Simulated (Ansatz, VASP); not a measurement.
**TiO2 in VASP and in Ansatz**

INCAR

```
  PREC = Accurate
  ENCUT = 520
  EDIFF = 1E-6
  ISMEAR = -1
  SIGMA = 0.05
  LREAL = False
  LASPH = True
  NELM = 80
  ALGO = Normal
  ISIF = 2
  LWAVE = False
  LCHARG = False
  NBANDS = 33
```

The input KPOINTS:

```
Automatic mesh
0
Gamma
  7 7 10
```

POSCAR

```
TiO2
1.0
    4.6092625706      0.0000000000      0.0000000000
    0.0000000000      4.6092625706      0.0000000000
    0.0000000000      0.0000000000      2.9688306370
Ti O
2 4
Direct
    0.0000000000      0.0000000000      0.0000000000
    0.5000000000      0.5000000000      0.5000000000
    0.3060000000      0.3060000000      0.0000000000
    0.1940000000      0.8060000000      0.5000000000
    0.6940000000      0.6940000000      0.0000000000
    0.8060000000      0.1940000000      0.5000000000
```

Input for Ansatz:

```yaml
crystal:
  lattice:
    - [4.6092625706, 0.0, 0.0]
    - [0.0, 4.6092625706, 0.0]
    - [0.0, 0.0, 2.968830637]
  atoms:
    - { symbol: Ti, position: [0.0, 0.0, 0.0] }
    - { symbol: Ti, position: [0.5, 0.5, 0.5] }
    - { symbol: O, position: [0.306, 0.306, 0.0] }
    - { symbol: O, position: [0.194, 0.806, 0.5] }
    - { symbol: O, position: [0.694, 0.694, 0.0] }
    - { symbol: O, position: [0.806, 0.194, 0.5] }
kpoints:
  mp_grid: { grid: [7, 7, 10] }
  band_path:
    path:
      - [0.0, 0.0, 0.0]
      - [0.0, 0.5, 0.0]
      - [0.5, 0.5, 0.0]
      - [0.0, 0.0, 0.0]
      - [0.0, 0.0, 0.5]
      - [0.0, 0.5, 0.5]
      - [0.5, 0.5, 0.5]
      - [0.0, 0.0, 0.5]
      - [0.0, 0.5, 0.0]
    npoints: 5
scf:
  occupations: { method: fermi_dirac, width: 0.05 }
hamiltonian:
  xc: lda
  pseudopotentials: { kind: all_electron, lapw: { basis_error: 0.0005 } }
output:
  forces: true
  stress: true
  eigenvalues: true
```

Change from the starting cell: volume scaled by 1.01.

Alike in both runs: task single point; functional LDA; k mesh 7 × 7 × 10; occupations fermi-dirac, width 0.05 eV; no spin polarisation.

|  | VASP | Ansatz |
| --- | --- | --- |
| version | VASP 6.6.1 | Ansatz 0.2.0 |
| potentials or method | VASP PAW LDA potentials, release 64 (Ti_sv, O), cutoff 520 eV | all-electron LAPW, scalar-relativistic |

VASP gave:

```
pressure (GPa)                                                : -9.0
traceless stress, the component that is largest in VASP (GPa) : -2.28
rms of the force components (eV/Å)                            : 0.037
```

**Question.** Estimate Ansatz's values.

**Answer.** Pressure (GPa): -9.9; traceless stress, the component that is largest in VASP (GPa): -2.56; rms of the force components (eV/Å): 0.021.

LDA's correlation is that of Perdew and Zunger in VASP and of Perdew and Wang (1992) in Ansatz. Atom by atom the forces differ by 0.016 eV/Å (rms over components). Ansatz ran all-electron here, and VASP with PAW potentials.
